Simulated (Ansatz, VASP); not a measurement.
This is a calculation of Ge for Ansatz 0.2.0.

Contents of input.yaml:

```yaml
crystal:
  lattice:
    - [0.0, 2.82891, 2.82891]
    - [2.82891, 0.0, 2.82891]
    - [2.82891, 2.82891, 0.0]
  atoms:
    - { symbol: Ge, position: [0.75, 0.75, 0.75] }
    - { symbol: Ge, position: [0.5, 0.5, 0.5] }
hamiltonian:
  xc: { exchange: slater, correlation: vwn5 }
  pseudopotentials: { kind: paw }
kpoints:
  mp_grid: { grid: [8, 8, 8] }
scf:
  occupations: { method: fermi_dirac, width: 0.05 }
output:
  forces: true
  stress: true
  eigenvalues: true
```

Potentials or basis: Ansatz PAW.

The run is started by

```console
$ ansatz run input.yaml --threads 2 --pin off --max-ram 5120MiB --backend cpu --events-out ev --progress --plain --runs-dir out
```

Question: Set up the same calculation for VASP 6.6.1. Potentials there: VASP PAW PBE potentials, release 64 (Ge_d).

Answer: As run (the cutoff follows the program's own potentials):

File INCAR:

```
SYSTEM = Ge
  ALGO = Normal
  EDIFF = 1E-6
  ENCUT = 520
  GGA = VW
  ISIF = 2
  ISMEAR = -1
  LASPH = .True.
  LCHARG = .False.
  LREAL = .False.
  LWAVE = .False.
  NBANDS = 21
  NELM = 60
  PREC = Accurate
  SIGMA = 0.05
```

File KPOINTS:

```
k-points
0
Gamma
  8 8 8
  0 0 0
```

File POSCAR:

```
Ge
1.0
    0.0000000000      2.8289100000      2.8289100000
    2.8289100000      0.0000000000      2.8289100000
    2.8289100000      2.8289100000      0.0000000000
Ge
2
Direct
    0.7500000000      0.7500000000      0.7500000000
    0.5000000000      0.5000000000      0.5000000000
```

Potentials or basis: VASP PAW PBE potentials, release 64 (Ge_d).

The run is started by

```bash
$ cat potpaw_PBE.64/Ge_d/POTCAR > POTCAR
$ mpirun -np 1 vasp_std > vasp.out
```

Both were run:

|  | VASP | Ansatz | Ansatz less VASP |
| --- | --- | --- | --- |
| gap on the k mesh at the Fermi level (eV) | none | none | - |
| pressure (GPa) | -1.2 | -1.3 | -0.09 |

VASP's potentials were made for PBE, not for SVWN5. A gap of «none» marks a metal or a gap that the smearing closes.
